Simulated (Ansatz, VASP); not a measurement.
# SrTiO3 in VASP and in Ansatz

```
Sr Ti O
1.0
    -3.89112    0.00000   -3.89112
     0.00000   -3.89112   -3.89112
    -3.89112   -3.89112    0.00000
Sr Ti O
2 2 6
Direct
  0.00000 0.00000 0.00119
  0.50000 0.50000 0.49881
  0.25000 0.25000 0.25000
  0.75000 0.75000 0.75000
  0.48637 0.98637 0.51363
  0.01363 0.51363 0.98637
  0.51363 0.01363 0.98637
  0.98637 0.48637 0.51363
  0.50000 0.50000 0.97274
  0.00000 0.00000 0.52726
```

Change from the starting cell: mode 19 (426.9 1/cm) frozen in, largest displacement -0.150 Å.

Alike in both runs: task single point; functional PBEsol; k mesh 6 × 6 × 6; occupations gaussian, width 0.05 eV; no spin polarisation.

```csv
,VASP,Ansatz
version,VASP 6.6.1,Ansatz 0.2.0
potentials or method,"VASP PAW PBE potentials, release 64 (Sr_sv, Ti_sv, O), cutoff 520 eV","scalar-relativistic, plane waves, PAW"
valence electrons in the cell,80,80
```

Ansatz gave:

| Quantity | Value |
| --- | --- |
| gap on the k mesh at the Fermi level (eV) | 1.80 |
| least direct gap on the mesh (eV) | 1.80 |
| pressure (GPa) | 0.4 |
| traceless stress, the component that is largest in VASP (GPa) | -0.51 |
| rms of the force components (eV/Å) | 0.604 |

**Question.** Which values does VASP return?

**Answer.** gap on the k mesh at the Fermi level (eV): 1.76; least direct gap on the mesh (eV): 1.76; pressure (GPa): 1.1; traceless stress, the component that is largest in VASP (GPa): -0.49; rms of the force components (eV/Å): 0.605.

VASP's potentials were made for PBE, not for PBEsol. Atom by atom the forces differ by 0.006 eV/Å (rms over components). With one functional, cell and mesh, what is left measures potentials, basis and numerics.
